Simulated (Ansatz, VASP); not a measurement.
# BaCu3: VASP beside Ansatz

```
Ba Cu
1.0
     4.44997    0.00000    0.00000
     0.00000    4.44997    0.00000
     0.00000    0.00000    4.44997
Ba Cu
1 3
Direct
  0.00000 0.00000 0.00000
  0.00000 0.50000 0.50000
  0.50000 0.50000 0.00000
  0.50000 0.00000 0.50000
```

Alike in both runs: task single point; functional PBE; k mesh 8 × 8 × 8; occupations gaussian, width 0.05 eV; no spin polarisation.

|  | VASP | Ansatz |
| --- | --- | --- |
| version | VASP 6.6.1 | Ansatz 0.2.0 |
| potentials or method | VASP PAW PBE potentials, release 64 (Ba_sv, Cu), cutoff 520 eV | scalar-relativistic, plane waves, PAW |
| valence electrons in the cell | 43 | 67 |

Ansatz gave:

```
gap on the k mesh at the Fermi level (eV) : none
pressure (GPa)                            : 0.0
```

Q: Which values does VASP return?

A: gap on the k mesh at the Fermi level (eV): none; pressure (GPa): 0.8.

A gap of «none» marks a metal or a gap that the smearing closes. With one functional, cell and mesh, what is left measures potentials, basis and numerics. VASP's potentials hold 43 valence electrons a cell and Ansatz's 67, so a difference there can come from the potentials and not from the codes.

Neither program's run includes spin-orbit coupling.
